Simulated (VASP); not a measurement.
Here is a VASP 6.6.1 calculation.

Contents of INCAR:

```
SYSTEM = AlN
ALGO = Normal
EDIFF = 1E-6
ENCUT = 520
GGA = PE
ISIF = 2
ISMEAR = 0
LASPH = .TRUE.
LCHARG = .FALSE.
LREAL = .FALSE.
LWAVE = .FALSE.
NBANDS = 16
NELM = 100
PREC = Accurate
SIGMA = 0.05
```

KPOINTS

```
k-points
0
G
  9 9 6
  0 0 0
```

Contents of POSCAR:

```
AlN
1.0
    3.3134793407      0.0000000000      0.0000000000
   -1.6567396703      2.8695572839      0.0000000000
    0.0000000000      0.0000000000      4.1875902417
Al N
2 2
Direct
    0.3345273419      0.6690546839      0.7576365105
    0.6678606753      0.3357213505      0.2576365105
    0.3310333270      0.6620666539      0.2352898692
    0.6643666603      0.3287333206      0.7352898692
```

Potentials or basis: VASP PAW PBE potentials, release 64 (Al, N).

Run with:

```console
$ cat potpaw_PBE.64/Al/POTCAR potpaw_PBE.64/N/POTCAR > POTCAR
$ mpirun -np 1 vasp_std > vasp.out
```

Q: Predict the pressure.

A: 0.6 GPa.

Q: Estimate the largest force.

A: 0.347 eV/Å.

Forces in eV/Å, atoms in the order of the input:
```
Al   0.000 -0.304 -0.168
Al   0.000 -0.284 -0.168
N    0.000  0.284  0.168
N    0.000  0.304  0.168
```

Caveat: the cell differs from its parent crystal (mode 4 frozen in at -0.062 Å and mode 10 at -0.013 Å (largest displacements)).
